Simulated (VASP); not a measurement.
# Al12Ag in VASP: single point with r2SCAN

Aim: the single point of Al12Ag with r2SCAN.

All numbers are computed with VASP 6.6.1; they aren't measurements. Logs are shortened: lines on timing, memory, paths and dates and some standing lists are left out, and cuts for length are marked.

## 1. The cell of the first run

The cell holds a slab with vacuum, 13 atoms: a = 5.728 Å, b = 5.728 Å, c = 15.677 Å, α = 90.00°, β = 90.00°, γ = 60.00°.

## 2. Single point, r2SCAN

POSCAR

```
Al12Ag
1.0
    5.7275650000      0.0000000000      0.0000000000
    2.8637820000      4.9602170000      0.0000000000
    0.0000000000      0.0000000000     15.6765370000
Al Ag
12 1
Direct
    0.1666666208      0.1666667003      0.0637895984
    0.6666667081      0.1666667003      0.0637895984
    0.1666666712      0.6666665995      0.0637895984
    0.6666667585      0.6666665995      0.0637895984
   -0.1666460256      0.3333249332      0.2152579999
    0.3338550351      0.3323935223      0.2095327559
   -0.1675017898      0.8337437656      0.2095334575
    0.3338605340      0.8337482009      0.2095307784
    0.0065676777     -0.0131056766      0.3573975553
    0.5002256464     -0.0001183416      0.3556155291
    0.0065620083      0.5065352988      0.3573970450
    0.4869029646      0.5065482014      0.3573479270
   -0.1669640252      1.3334783539      0.4801937443
```

INCAR.step1

```
SYSTEM = Al12Ag
ALGO = Normal ; EDIFF = 1E-4
ENCUT = 520 ; GGA = PE
ISMEAR = 0 ; LASPH = .True.
LCHARG = .False. ; LREAL = .False.
LWAVE = .True. ; NBANDS = 36
NELM = 60 ; PREC = Accurate
SIGMA = 0.15
```

INCAR.step2

```
SYSTEM = Al12Ag
ALGO = Normal ; EDIFF = 1E-7
ENCUT = 520 ; ISIF = 2
ISMEAR = 0 ; ISTART = 1
LASPH = .True. ; LCHARG = .False.
LMIXTAU = .True. ; LREAL = .False.
LWAVE = .False. ; METAGGA = R2SCAN
NBANDS = 36 ; NELM = 60
PREC = Accurate ; SIGMA = 0.15
```

KPOINTS

```
k-points
0
Gamma
  5 5 1
  0 0 0
```

Potentials or basis: VASP PAW PBE potentials, release 64 (Al, Ag).

The run is started by

```
$ cat potpaw_PBE.64/Al/POTCAR potpaw_PBE.64/Ag/POTCAR > POTCAR
$ cp INCAR.step1 INCAR
$ mpirun -np 1 vasp_std > vasp.out
$ cp INCAR.step2 INCAR
$ mpirun -np 1 vasp_std > vasp.out
```

OUTCAR:

```text
SYSTEM = Al12Ag
   EDIFF = 1E-7
   ENCUT = 520
   ISIF = 2
   ISMEAR = 0
   ISTART = 1
   LASPH = .True.
   LREAL = .False.
   METAGGA = R2SCAN
   NELM = 60
   PREC = Accurate

 ion  position               nearest neighbor table
   1  0.167  0.167  0.064-   8 2.82   6 2.82   2 2.86   4 2.86   3 2.86   3 2.86   2 2.86   4 2.86
                             5 2.89
   2  0.667  0.167  0.064-   6 2.82   7 2.82   1 2.86   4 2.86   3 2.86   3 2.86   4 2.86   1 2.86
                             5 2.89
   3  0.167  0.667  0.064-   7 2.82   8 2.82   6 2.82   4 2.86   1 2.86   2 2.86   2 2.86   1 2.86
                             4 2.86
   4  0.667  0.667  0.064-   8 2.82   7 2.82   3 2.86   1 2.86   2 2.86   2 2.86   3 2.86   1 2.86
                             5 2.89
   5  0.833  0.333  0.215-  12 2.81  11 2.81   9 2.81   8 2.86   6 2.86   7 2.87   7 2.87   6 2.87
                             8 2.87   1 2.89   4 2.89   2 2.89
   6  0.334  0.332  0.210-   2 2.82   1 2.82  10 2.82   3 2.82  12 2.83  11 2.83   8 2.86   7 2.86
                             5 2.86   5 2.87   7 2.87   8 2.87
   7  0.832  0.834  0.210-   4 2.82   2 2.82  10 2.82   3 2.82  11 2.83   9 2.83   8 2.86   6 2.86
                             5 2.87   5 2.87   6 2.87   8 2.87
   8  0.334  0.834  0.210-   4 2.82   1 2.82  10 2.82   3 2.82  12 2.83   9 2.83   7 2.86   6 2.86
                             5 2.86   5 2.87   6 2.87   7 2.87
   9  0.007  0.987  0.357-  13 2.58  12 2.75  11 2.75   5 2.81   7 2.83   8 2.83  10 2.86  10 2.87
                            11 2.98  12 2.98
  10  0.500  1.000  0.356-   7 2.82   8 2.82   6 2.82  11 2.86   9 2.86  12 2.86  12 2.86   9 2.87
                            11 2.87
  11  0.007  0.507  0.357-  13 2.58  12 2.75   9 2.75   5 2.81   7 2.83   6 2.83  10 2.86  10 2.87
                             9 2.98  12 2.98
  12  0.487  0.507  0.357-  13 2.58   9 2.75  11 2.75   5 2.81   6 2.83   8 2.83  10 2.86  10 2.86
                            11 2.98   9 2.98
  13  0.833  0.333  0.480-  12 2.58   9 2.58  11 2.58

  LATTYP: Found a hexagonal cell.
 ALAT       =     5.7275649303
 C/A-ratio  =     2.7370334847

  Lattice vectors:

 A1 = (  -2.8637820000,  -4.9602170000,   0.0000000000)
 A2 = (   5.7275650000,   0.0000000000,   0.0000000000)
 A3 = (   0.0000000000,   0.0000000000,  15.6765370000)

Analysis of symmetry for initial positions (statically):
=====================================================================
 Subroutine PRICEL returns:
 Original cell was already a primitive cell.

 Routine SETGRP: Setting up the symmetry group for a
 hexagonal supercell.

 Subroutine GETGRP returns: Found  1 space group operations
 (whereof  1 operations were pure point group operations)
 out of a pool of 24 trial point group operations.

The static configuration has the point symmetry C_1 .

Analysis of symmetry for dynamics (positions and initial velocities):
=====================================================================
 Subroutine PRICEL returns:
 Original cell was already a primitive cell.

 Routine SETGRP: Setting up the symmetry group for a
 hexagonal supercell.

 Subroutine GETGRP returns: Found  1 space group operations
 (whereof  1 operations were pure point group operations)
 out of a pool of 24 trial point group operations.

The dynamic configuration has the point symmetry C_1 .

 Subroutine INISYM returns: Found  1 space group operations
 (whereof  1 operations are pure point group operations),
 and found     1 'primitive' translations

----------------------------------------------------------------------------------------

                                     Primitive cell

  volume of cell :     445.3699

  direct lattice vectors                    reciprocal lattice vectors
     5.727565000  0.000000000  0.000000000     0.174594265 -0.100802024  0.000000000
     2.863782000  4.960217000  0.000000000     0.000000000  0.201604083  0.000000000
     0.000000000  0.000000000 15.676537000     0.000000000  0.000000000  0.063789598

  length of vectors
     5.727565000  5.727564930 15.676537000     0.201604081  0.201604083  0.063789598

  position of ions in fractional coordinates (direct lattice)
     0.166666621  0.166666700  0.063789598
     0.666666708  0.166666700  0.063789598
     0.166666671  0.666666599  0.063789598
     0.666666758  0.666666599  0.063789598
[... 40 lines left out ...]

  Length of vectors
     0.040320816  0.040320817  0.063789598

  Shift w.r.t. Gamma in fractional coordinates (k-lattice)
     0.000000000  0.000000000  0.000000000

 Subroutine IBZKPT returns following result:
 ===========================================

 Found     13 irreducible k-points:

 Following reciprocal coordinates:
            Coordinates               Weight
  0.000000  0.000000  0.000000      1.000000
  0.200000  0.000000  0.000000      2.000000
  0.200000  0.200000  0.000000      2.000000
  0.000000  0.200000  0.000000      2.000000
  0.400000  0.000000  0.000000      2.000000
  0.400000  0.400000  0.000000      2.000000
  0.000000  0.400000  0.000000      2.000000
  0.400000  0.200000  0.000000      2.000000
  0.200000  0.400000  0.000000      2.000000
 -0.200000  0.200000  0.000000      2.000000
 -0.400000  0.200000  0.000000      2.000000
  0.400000 -0.400000  0.000000      2.000000
 -0.200000  0.400000  0.000000      2.000000
   k-points           NKPTS =     13   k-points in BZ     NKDIM =     13   number of bands    NBANDS=     36
   number of dos      NEDOS =    301   number of ions     NIONS =     13
   total plane-waves  NPLWV = 276480
   dimension x,y,z NGX =    48 NGY =   48 NGZ =  120
   dimension x,y,z NGXF=    96 NGYF=   96 NGZF=  240
   ions per type =              12   1
   NGX,Y,Z   is equivalent  to a cutoff of  13.93, 13.93, 12.73 a.u.
   NGXF,Y,Z  is equivalent  to a cutoff of  27.86, 27.86, 25.45 a.u.
 SYSTEM =  Al12Ag
   PREC   = accura    normal or accurate (medium, high low for compatibility)
   ISTART =      1    job   : 0-new  1-cont  2-samecut
   ICHARG =      0    charge: 1-file 2-atom 10-const
   ISPIN  =      1    spin polarized calculation?
   LNONCOLLINEAR =      F non collinear calculations
   LSORBIT =      F    spin-orbit coupling
   LASPH  =      T    aspherical Exc in radial PAW
   ENCUT  =  520.0 eV  38.22 Ry    6.18 a.u.  10.65 10.65 29.15*2*pi/ulx,y,z
   NELM   =     60;   NELMIN=  2; NELMDL=  0     # of ELM steps
   EDIFF  = 0.1E-06   stopping-criterion for ELM
   LREAL  =      F    real-space projection
   EDIFFG = 0.1E-05   stopping-criterion for IOM
   NSW    =      0    number of steps for IOM
   IBRION =     -1    ionic relax: 0-MD 1-quasi-New 2-CG
   NFREE  =      0    steps in history (QN), initial steepest desc. (CG)
   ISIF   =      2    stress and relaxation
   ISYM   =      2    0-nonsym 1-usesym 2-fastsym
   POTIM  = 0.5000    time-step for ionic-motion
   TEBEG  =    0.0;   TEEND  =   0.0 temperature during run
   PSTRESS=    0.0 pullay stress
   NELECT =      47.0000    total number of electrons
   NUPDOWN=      -1.0000    fix difference up-down
   EMIN   =  10.00;   EMAX   =-10.00  energy-range for DOS
   EFERMI =   0.00;   METHOD = LEGACY
   ISMEAR =     0;   SIGMA  =   0.15  broadening in eV -4-tet -1-fermi 0-gaus
   EFERMI_NEDOS =   21; number of points for ismear=-14 and -15
   IALGO  =     38    algorithm
   IMIX   =      4    mixing-type and parameters
     AMIX     =   0.40;   BMIX     =  1.00
     AMIX_MAG =   1.60;   BMIX_MAG =  1.00
  volume/ion in A,a.u.               =      34.26       231.19
  Fermi-wavevector in a.u.,A,eV,Ry     =   0.773631  1.461951  8.143153  0.598505
  Thomas-Fermi vector in A             =   1.875516
   LORBIT       =      0    0 simple, 1 ext, 2 COOP (PROOUT), +10 PAW based schemes
   METAGGA = R2SCAN    functional components
   LHFCALC =     F    Hartree Fock is set to
   AEXX    =    0.0000 exact exchange contribution
   IVDW    =     0    specifies the selected vdW correction
   LEPSILON=     F    determine dielectric tensor
   LRPA    =     F    only Hartree local field effects (RPA)
 non-spin polarized calculation
 Gauss-broadening in eV      SIGMA  =   0.15
  energy-cutoff  :      520.00
  volume of cell :      445.37
 maximum number of plane-waves:     12001
 NGX is ok and might be reduce to    48
   NGX = 21   NGY = 21   NGZ = 59

 number of electron      46.9999998 magnetization

 Free energy of the ion-electron system (eV)
  ---------------------------------------------------
  ext. energy  EPLUGINS =         0.00000000
  ---------------------------------------------------
  free energy    TOTEN  =       -98.13463598 eV

  energy without entropy =      -98.07629512  energy(sigma->0) =      -98.10546555

 E-fermi :   1.9951     XC(G=0):  -6.4998

 val. band max:        1.8830316871   @ k =   0.2000   0.4000   0.0000
 cond. band min:       2.0355624661   @ k =   0.0000   0.0000   0.0000
 fundamental gap:      0.1525307790
 Fermi energy:         1.9950823338

 k-point     1 :       0.0000    0.0000    0.0000
  band No.  band energies     occupation
      1      -9.3463      2.00000
      2      -7.5952      2.00000
      3      -4.8473      2.00000
      4      -3.7996      2.00000
      5      -3.7992      2.00000
      6      -3.7419      2.00000
[... 483 lines left out ...]
     34       4.9431      0.00000
     35       5.1377      0.00000
 [bands above 35 left out]

------------------------ aborting loop because EDIFF is reached ----------------------------------------

  FORCE on cell =-STRESS in cart. coord.  units (eV):
  Direction    XX          YY          ZZ          XY          YZ          ZX
  --------------------------------------------------------------------------------------
  -------------------------------------------------------------------------------------
  Total       -7.5187202     -7.5227116     -0.3486459     -0.0032268     -0.0005568      0.0011201
  in kB      -27.0479075    -27.0622661     -1.2542218     -0.0116080     -0.0020030      0.0040293
  external PRESSURE =     -18.4547984 kB  Pullay stress =       0.0000000 kB

 VOLUME and BASIS-vectors are now :
 -----------------------------------------------------------------------------
  energy-cutoff  :      520.00
  volume of cell :      445.37
      direct lattice vectors                 reciprocal lattice vectors
     5.727565000  0.000000000  0.000000000     0.174594265 -0.100802024  0.000000000
     2.863782000  4.960217000  0.000000000     0.000000000  0.201604083  0.000000000
     0.000000000  0.000000000 15.676537000     0.000000000  0.000000000  0.063789598

 POSITION                                       TOTAL-FORCE (eV/Angst)
 -----------------------------------------------------------------------------------
      1.43189      0.82670      1.00000         0.077719     -0.044862      0.040808
      4.29567      0.82670      1.00000        -0.077491     -0.045008      0.040612
      2.86378      3.30681      1.00000         0.000235     -0.000150     -0.079216
      5.72757      3.30681      1.00000         0.000231      0.089584      0.040476
      5.72766      1.65336      3.37450         0.001376     -0.001071      0.002299
      2.86408      1.64874      3.28475        -0.001557     -0.001357      0.005734
      7.15585      4.13555      3.28476        -0.000467      0.000595      0.005194
      4.29988      4.13557      3.28472         0.000126      0.002132      0.005872
      2.86387      4.89521      5.60276         0.002572      0.005115     -0.003956
      5.72852      4.95963      5.57482        -0.003688      0.002286     -0.013910
      1.48819      2.51253      5.60275        -0.002977     -0.004858     -0.003826
      4.23941      2.51259      5.60198         0.002510     -0.001580     -0.003215
      5.72628      1.65413      7.52777         0.001411     -0.000827     -0.036872
 -----------------------------------------------------------------------------------
    total drift:                               -0.000022      0.000016     -0.002501

  FREE ENERGIE OF THE ION-ELECTRON SYSTEM (eV)
  ---------------------------------------------------
  free  energy   TOTEN  =       -98.1346359798 eV

  energy  without entropy=      -98.0762951231  energy(sigma->0) =      -98.10546555
```

Run time: 14 min. Hardware: 1 thread of Intel Xeon 6975P-C (Granite Rapids), shared host; peak memory 0.71 GiB.

Results:

```
Free energy            : -98.1346 eV
Largest force          : 0.099 eV/Å
Band gap on the k mesh : zero (an odd number of electrons rules out a gap without spin polarisation)
```

Forces in eV/Å, atoms in the order of the input:
```
Al   0.078 -0.045  0.041
Al  -0.077 -0.045  0.041
Al   0.000  0.000 -0.079
Al   0.000  0.090  0.040
Al   0.001 -0.001  0.002
Al  -0.002 -0.001  0.006
Al   0.000  0.001  0.005
Al   0.000  0.002  0.006
Al   0.003  0.005 -0.004
Al  -0.004  0.002 -0.014
Al  -0.003 -0.005 -0.004
Al   0.003 -0.002 -0.003
Ag   0.001 -0.001 -0.037
```

Caveat: there is no dipole correction, which matters where the two faces differ; the PAW data sets were made with another functional, which shifts forces and pressure a little.

The gap in the log of VASP goes by the Fermi energy; the results here count the filled bands.